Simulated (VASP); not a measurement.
Runs of VASP 6.6.1 on Sc3Al. The structure is that of space group Pm-3m (No. 221), or close to it. The cells are those of the table. 

```csv
task,cell,k mesh,cutoff (eV),smearing,k mesh for the DOS,occupations for the DOS,gap on the mesh (eV),pressure (GPa)
electric field gradients,"a = 4.382 Å, 4 atoms",10 × 10 × 10,520,fermi-dirac 0.15 eV,-,-,none,0.1
relaxation of cell and atoms,"relaxed from a = 4.432 Å, 4 atoms",10 × 10 × 10,600,gaussian 0.1 eV,-,-,none,0.0
single point,"a = 4.287, b = 4.287, c = 4.427 Å, 4 atoms",12 × 12 × 12,520,gaussian 0.1 eV,-,-,none,(a)
single point,"a = 4.331 Å, 4 atoms",10 × 10 × 10,520,gaussian 0.1 eV,-,-,none,2.3
single point,"a = 4.382 Å, 4 atoms",10 × 10 × 10,520,fermi-dirac 0.15 eV,-,-,none,0.1
single point,"a = 4.287, b = 4.287, c = 4.446 Å, 4 atoms",12 × 12 × 12,520,gaussian 0.1 eV,-,-,none,(b)
single point,"a = 4.418 Å, 4 atoms",10 × 10 × 10,520,gaussian 0.1 eV,-,-,none,-1.8
single point,"a = 4.375 Å, 4 atoms",12 × 12 × 12,520,gaussian 0.15 eV,-,-,none,0.1
single point,"a = 4.375 Å, 4 atoms",10 × 10 × 10,520,gaussian 0.1 eV,-,-,none,0.1
single point,"a = 4.285 Å, 4 atoms",10 × 10 × 10,520,gaussian 0.1 eV,-,-,none,4.7
```

Alike in all rows: level PBEsol; potentials or basis VASP PAW PBE potentials, release 64 (Sc_sv, Al); no spin polarisation.

Question: Fill in the values left out.

Answer: (a) 2.1; (b) 1.8.

Caveats: the PAW data sets were made with another functional, which shifts forces and pressure a little.

A gap of «none» marks levels without a gap at the run's occupations.
